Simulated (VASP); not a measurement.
InP3: single point with r2SCAN

InP3:

```xyz
8
Lattice="4.0408 2.3330 3.0997 -4.0408 2.3330 3.0997 0.0000 -4.6659 3.0997" Properties=species:S:1:pos:R:3 pbc="T T T"
In    0.0000    0.0000    2.5131
In    0.0000    0.0000    6.7860
P     2.2370   -1.2915    5.7074
P     0.0000    2.5830    5.7074
P    -2.2370   -1.2915    5.7074
P    -2.2370    1.2915    3.5917
P     2.2370    1.2915    3.5917
P     0.0000   -2.5830    3.5917
```

This cell differs from its parent crystal: strain +0.080 along x and y, -0.080 along z.

| Quantity | Value |
| --- | --- |
| Program | VASP 6.6.1 |
| Task | single point |
| Functional | r2SCAN |
| Potentials or basis | VASP PAW PBE potentials, release 64 (In_d, P) |
| Cutoff | 550 eV |
| k mesh | 6 × 6 × 6 |
| Occupations | gaussian, width 0.15 eV |
| Spin | no spin polarisation |
| Dipole correction | no |
| Further INCAR settings | ALGO = Normal; EDIFF = 1e-06; NBANDS = 38 |

```
Pressure               : -7.1 GPa
Largest force          : 0.842 eV/Å
Band gap on the k mesh : zero (bands 28 and 29 overlap by 0.66 eV)
```

Forces in eV/Å, atoms in the order of the input:
```
In   0.000  0.000 -0.130
In   0.000  0.000  0.130
P    0.728 -0.420  0.048
P    0.000  0.841  0.048
P   -0.728 -0.420  0.048
P   -0.728  0.420 -0.048
P    0.728  0.420 -0.048
P    0.000 -0.841 -0.048
```

Stress tensor (GPa, compression positive):
```
-11.07   0.00   0.00
  0.00 -11.07   0.00
  0.00   0.00   0.96
```

Levels at points of the mesh, in eV from the Fermi level:
| k point | band 26 | band 27 | band 28 | band 29 | band 30 | band 31 |
| --- | --- | --- | --- | --- | --- | --- |
| (0.00, 0.00, 0.00) | -2.03 | -1.33 | -1.33 | -0.65 | 0.61 | 2.66 |
| (0.50, 0.00, 0.00) | -1.71 | -1.03 | -0.59 | 0.49 | 2.34 | 2.52 |
| (0.50, 0.50, 0.00) | -0.67 | -0.52 | -0.17 | 0.88 | 1.31 | 2.40 |
| (0.50, 0.50, 0.50) | -0.29 | -0.11 | -0.11 | 0.30 | 1.63 | 1.63 |

Run time: 12 min on 1 thread of Intel(R) Xeon(R) Platinum 8259CL CPU @ 2.50GHz (Skylake/Cascade Lake) (shared host), peak memory 0.47 GiB.

Caveat: the cell differs from its parent crystal (strain +0.080 along x and y, -0.080 along z); the cell stands under tension; semilocal functionals underestimate gaps, so a narrow gap can read as zero; the PAW data sets were made with another functional, which shifts forces and pressure a little; spin-orbit coupling is left out, which moves the levels of the heavy elements.
